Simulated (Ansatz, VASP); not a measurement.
## One calculation of CO2, two programs

```
CELL_PARAMETERS angstrom
6.03747 0.00000 0.00000
0.00000 6.03747 0.00000
0.00000 0.00000 6.03747
ATOMIC_POSITIONS crystal
C 0.00000 0.00000 0.00000
C 0.50000 0.00000 0.50000
C 0.50000 0.50000 0.00000
C 0.00000 0.50000 0.50000
O 0.11185 0.11185 0.11185
O 0.38815 0.88815 0.61185
O 0.61185 0.38815 0.88815
O 0.88815 0.61185 0.38815
O 0.88815 0.88815 0.88815
O 0.61185 0.11185 0.38815
O 0.38815 0.61185 0.11185
O 0.11185 0.38815 0.61185
```

Alike in both runs: functional PBE; k mesh 4 × 4 × 4; occupations gaussian, width 0.02 eV; no spin polarisation.

Ansatz relaxed the structure, and its values are those at the end. VASP's run is a single point on that final structure, the one shown.

|  | VASP | Ansatz |
| --- | --- | --- |
| version | VASP 6.6.1 | Ansatz 0.2.0 |
| potentials or method | VASP PAW PBE potentials, release 64 (C_h, O_h), cutoff 910 eV | scalar-relativistic, plane waves, PAW |
| valence electrons in the cell | 64 | 64 |

Ansatz gave:

| Quantity | Value |
| --- | --- |
| gap on the k mesh at the Fermi level (eV) | 6.64 |
| least direct gap on the mesh (eV) | 6.64 |
| rms of the force components (eV/Å) | 0.004 |

Problem. What did VASP give for the same quantities?

Solution. gap on the k mesh at the Fermi level (eV): 6.64; least direct gap on the mesh (eV): 6.64; rms of the force components (eV/Å): 0.009.

Noted on VASP's run: the cutoff is short for stress, so the pressure is rough.
